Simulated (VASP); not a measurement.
Runs of VASP 6.6.1 on W. The structure is that of space group Im-3m (No. 229), or close to it. The cells are those of the table. 

```csv
task,cell,cutoff (eV),smearing,gap on the mesh (eV),pressure (GPa),relaxed volume (Å³/atom)
single point,"a = 2.757 Å, angles 109.5°, 1 atom",520,gaussian 0.1 eV,none,0.5,-
relaxation of cell and atoms,"relaxed from a = 2.757 Å, angles 109.5°, 1 atom",600,fermi-dirac 0.15 eV,none,0.0,16.16
relaxation of cell and atoms,"relaxed from a = 2.773 Å, angles 109.5°, 1 atom",600,gaussian 0.1 eV,none,0.0,(a)
single point,"a = 2.757 Å, angles 109.5°, 1 atom",520,fermi-dirac 0.15 eV,none,0.5,-
```

Alike in all rows: level PBE; potentials or basis VASP PAW PBE potentials, release 64 (W_sv); no spin polarisation; k mesh 16 × 16 × 16.

Task: Fill in the values left out.

Result: (a) 16.15.

Caveats: spin-orbit coupling is left out, which moves the levels of the heavy elements.

A k mesh can miss the band edges, and the runs leave out spin-orbit coupling on W.

A gap of «none» marks levels without a gap at the run's occupations.
